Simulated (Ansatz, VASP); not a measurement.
**Two plane-wave programs on AlGa3N4**

```
Al Ga N
1.0
     4.35594    0.00000    0.00000
     0.00000    4.35594    0.00000
     0.00000    0.00000    4.35594
Al Ga N
1 3 4
Direct
  0.00000 0.00000 0.00000
  0.50000 0.50000 0.00000
  0.50000 0.00000 0.50000
  0.00000 0.50000 0.50000
  0.75503 0.75503 0.24497
  0.75503 0.24497 0.75503
  0.24497 0.75503 0.75503
  0.24497 0.24497 0.24497
```

Change from the starting cell: strain -0.025 along x and y, -0.025 along z, atoms carried along.

Alike in both runs: task single point; functional PBEsol; k mesh 6 × 6 × 6; occupations gaussian, width 0.05 eV; no spin polarisation.

|  | VASP | Ansatz |
| --- | --- | --- |
| version | VASP 6.6.1 | Ansatz 0.2.0 |
| potentials or method | VASP PAW PBE potentials, release 64 (Al, Ga_d, N), cutoff 520 eV | scalar-relativistic, plane waves, PAW |
| valence electrons in the cell | 62 | 62 |

```csv
,VASP,Ansatz,Ansatz less VASP
gap on the k mesh at the Fermi level (eV),2.84,2.82,-0.023
least direct gap on the mesh (eV),2.84,2.82,-0.023
pressure (GPa),16.9,17.1,+0.16
rms of the force components (eV/Å),0.001,0.010,+0.0089
```

VASP's potentials were made for PBE, not for PBEsol. Atom by atom the forces differ by 0.009 eV/Å (rms over components). With one functional, cell and mesh, what is left measures potentials, basis and numerics.
